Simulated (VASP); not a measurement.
Here is a VASP 6.6.1 calculation.

The input INCAR:

```
PREC     = Accurate       # precision mode
ENCUT    = 520            # plane-wave cutoff, eV
EDIFF    = 1E-6           # SCF threshold, eV
ISMEAR   = -1             # smearing method
SIGMA    = 0.05           # smearing width, eV
LREAL    = F              # projectors in reciprocal space
LASPH    = T              # aspherical terms in the spheres
NELM     = 100            # most SCF steps
ALGO     = Normal         # electronic algorithm
ISIF     = 2              # what is computed and relaxed
LWAVE    = F              # write WAVECAR
LCHARG   = F              # write CHGCAR
GGA      = PE             # functional
NBANDS   = 20             # bands
```

The input KPOINTS:

```
regular mesh
0
Gamma
  10 10 2
```

The input POSCAR:

```
MoS2
1.0
    3.2052136244      0.0000000000      0.0000000000
   -1.6026068122      2.7757964233      0.0000000000
    0.0000000000      0.0000000000     17.4494019708
Mo S
1 2
Direct
    0.0000000000      0.0000000000      0.0000000000
    0.3333333333      0.6666666667      0.9105070200
    0.3333333333      0.6666666667      0.0894929800
```

Potentials or basis: VASP PAW PBE potentials, release 64 (Mo_sv, S).

Launch:

```console
$ cat potpaw_PBE.64/Mo_sv/POTCAR potpaw_PBE.64/S/POTCAR > POTCAR
$ mpirun -np 1 vasp_std > vasp.out
```

**Question.** Estimate the largest force.

**Answer.** 0.114 eV/Å.

**Question.** Predict the band gap on the k mesh.

**Answer.** 1.69 eV, indirect (least direct gap 1.87 eV).

Forces on the atoms (eV/Å):
```
Mo   0.000  0.000  0.000
S    0.000  0.000  0.114
S    0.000  0.000 -0.114
```
